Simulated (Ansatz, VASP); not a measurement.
**Two plane-wave programs on As**

```
CELL_PARAMETERS angstrom
0.00000 2.13052 2.13052
2.13052 0.00000 2.13052
2.13052 2.13052 0.00000
ATOMIC_POSITIONS crystal
As 0.00000 0.00000 0.00000
```

Alike in both runs: functional PBE; k mesh 16 × 16 × 16; occupations fermi-dirac, width 0.08 eV; no spin polarisation.

Ansatz relaxed the structure, and its values are those at the end. VASP's run is a single point on that final structure, the one shown.

|  | VASP | Ansatz |
| --- | --- | --- |
| version | VASP 6.6.1 | Ansatz 0.2.0 |
| potentials or method | VASP PAW PBE potentials, release 64 (As) | PAW with Ansatz's default frozen-core files, scalar-relativistic |
| plane-wave cutoff (eV) | 520 | 420 |
| valence electrons in the cell | 5 | 15 |

|  | VASP | Ansatz | Ansatz less VASP |
| --- | --- | --- | --- |
| pressure (GPa) | 0.0 | 0.0 | -0.04 |

VASP's potentials hold 5 valence electrons a cell and Ansatz's 15, so a difference there can come from the potentials and not from the codes.
